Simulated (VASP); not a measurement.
Set up this calculation in VASP 6.6.1, as the native input.

```
Task                   : molecular dynamics
Functional             : LDA
Potentials or basis    : VASP PAW LDA potentials, release 64 (La, Tl_d)
Cutoff                 : 350 eV
k mesh                 : 4 × 4 × 4
Occupations            : fermi-dirac, width 0.08 eV
Spin                   : no spin polarisation
Dipole correction      : no
Further INCAR settings : PREC = Normal; ALGO = Normal; EDIFF = 1e-05; NBANDS = 31; ISYM = 0; MAXMIX = 40; IBRION = 0; POTIM = 3.0; NSW = 30
```

The structure of La3Tl lies in POSCAR:

```
La3Tl
1.0
    5.0600000000      0.0000000000      0.0000000000
    0.0000000000      5.0600000000      0.0000000000
    0.0000000000      0.0000000000      5.0600000000
La Tl
3 1
Direct
    0.0000000000      0.5000000000      0.5000000000
    0.5000000000      0.0000000000      0.5000000000
    0.5000000000      0.5000000000      0.0000000000
    0.0000000000      0.0000000000      0.0000000000
```

One way to write it, as run:

INCAR

```
SYSTEM = La3Tl
ALGO = Normal
ANDERSEN_PROB = 0.0
EDIFF = 1E-5
ENCUT = 350
GGA = CA
GGA_COMPAT = .FALSE.
IBRION = 0
ISIF = 2
ISMEAR = -1
ISYM = 0
LASPH = .TRUE.
LCHARG = .FALSE.
LMAXMIX = 6
LREAL = .FALSE.
LWAVE = .FALSE.
MAXMIX = 40
MDALGO = 1
NBANDS = 31
NELM = 200
NELMIN = 4
NSW = 30
POTIM = 3.0
PREC = Normal
RANDOM_SEED = 198120 0 0
SIGMA = 0.08
TEBEG = 1200.0
TEEND = 1200.0
```

KPOINTS

```
k-points
0
G
  4 4 4
  0 0 0
```

Potentials or basis: VASP PAW LDA potentials, release 64 (La, Tl_d).

Run with:

```sh
$ cat potpaw_LDA.64/La/POTCAR potpaw_LDA.64/Tl_d/POTCAR > POTCAR
$ mpirun -np 1 vasp_std > vasp.out
```

Wall time 4.4 min on 1 thread of AMD EPYC 9R45 96-Core Processor (Zen 5), on a shared host, peak memory 0.24 GiB.
